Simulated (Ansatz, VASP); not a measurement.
# W in VASP and in Ansatz

File POSCAR:

```
W
1.0
   -1.5845500422      1.5845500422      1.5845500422
    1.5845500422     -1.5845500422      1.5845500422
    1.5845500422      1.5845500422     -1.5845500422
W
1
Direct
    0.0000000000      0.0000000000      0.0000000000
```

File INCAR.step1:

```
SYSTEM = W
PREC = Accurate ; ENCUT = 520
ISMEAR = -1 ; SIGMA = 0.05
LREAL = .FALSE. ; LASPH = .TRUE.
NELM = 80 ; NBANDS = 13
GGA = PE ; ALGO = Normal
EDIFF = 1E-4 ; LWAVE = .TRUE.
LCHARG = .FALSE.
```

File INCAR.step2:

```
SYSTEM = W
PREC = Accurate ; ENCUT = 520
EDIFF = 1E-6 ; ISMEAR = -1
SIGMA = 0.05 ; LREAL = .FALSE.
LASPH = .TRUE. ; NELM = 80
ALGO = Normal ; ISIF = 2
LWAVE = .FALSE. ; LCHARG = .TRUE.
METAGGA = R2SCAN ; LMIXTAU = .TRUE.
LELF = .TRUE. ; LVHAR = .TRUE.
NBANDS = 13 ; ISTART = 1
```

The input KPOINTS:

```
Automatic mesh
0
G
  22 22 22
  0 0 0
```

Input for Ansatz:

```yaml
crystal:
  lattice:
    - [-1.5845500422, 1.5845500422, 1.5845500422]
    - [1.5845500422, -1.5845500422, 1.5845500422]
    - [1.5845500422, 1.5845500422, -1.5845500422]
  atoms:
    - { symbol: W, position: [0.0, 0.0, 0.0] }
kpoints:
  mp_grid: { grid: [22, 22, 22] }
scf:
  occupations: { method: fermi_dirac, width: 0.05 }
hamiltonian:
  xc: r2scan
  pseudopotentials: { kind: all_electron, datasets: crystal }
output:
  forces: true
  stress: true
  eigenvalues: true
```

Alike in both runs: task single point; functional r2SCAN; k mesh 22 × 22 × 22; occupations fermi-dirac, width 0.05 eV; no spin polarisation.

|  | VASP | Ansatz |
| --- | --- | --- |
| version | VASP 6.6.1 | Ansatz 0.2.0 |
| potentials or method | VASP PAW PBE potentials, release 64 (W_sv), cutoff 520 eV | all-electron PAW with datasets made for the crystal, scalar-relativistic |

|  | VASP | Ansatz | Ansatz less VASP |
| --- | --- | --- | --- |
| pressure (GPa) | 1.2 | 0.0 | -1.18 |

VASP's potentials were made for PBE, not for r2SCAN. Ansatz ran all-electron here, and VASP with PAW potentials.

Spin-orbit coupling is off throughout.
